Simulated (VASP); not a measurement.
Write the native input for VASP 6.6.1 that does the following.

```yaml
Task: single point
Functional: PBEsol
Potentials_or_basis: VASP PAW PBE potentials, release 64 (I)
Cutoff: 520 eV
k_mesh: 8 × 8 × 3
Occupations: fermi-dirac, width 0.05 eV
Spin: no spin polarisation
Dipole_correction: no
Further_INCAR_settings: ALGO = Normal; EDIFF = 1e-06; NBANDS = 22
```

The structure of I lies in POSCAR:

```
I
1.0
    3.8076993308     -2.2019948819      0.0000000000
    3.8076993308      2.2019948819      0.0000000000
    0.0000000000      0.0000000000      9.8565208420
I
4
Direct
    0.8307187399      0.1692812601      0.1228187161
    0.6692812601      0.3307187399      0.6228187161
    0.1692812601      0.8307187399      0.8771812839
    0.3307187399      0.6692812601      0.3771812839
```

The input as run:

INCAR

```
PREC = Accurate
ENCUT = 520
EDIFF = 1E-6
ISMEAR = -1
SIGMA = 0.05
LREAL = False
LASPH = True
NELM = 100
ALGO = Normal
ISIF = 2
LWAVE = False
LCHARG = False
GGA = PS
NBANDS = 22
```

KPOINTS

```
Automatic mesh
0
Gamma
  8 8 3
```

Potentials or basis: VASP PAW PBE potentials, release 64 (I).

Launch:

```bash
$ cat potpaw_PBE.64/I/POTCAR > POTCAR
$ mpirun -np 1 vasp_std > vasp.out
```

Results of the run:

The pressure is -1.0 GPa. The largest force is 0.144 eV/Å and the band gap on the k mesh is 0.68 eV (least direct gap 0.91 eV).

Caveat: semilocal functionals underestimate gaps, and a narrow one can read as zero; the PAW data sets were made with another functional, which shifts forces and pressure a little; spin-orbit coupling is left out, which moves the levels of the heavy elements.

Run time: 3.9 min on 1 thread of Intel Xeon 8259CL, on a shared host, peak memory 0.36 GiB.
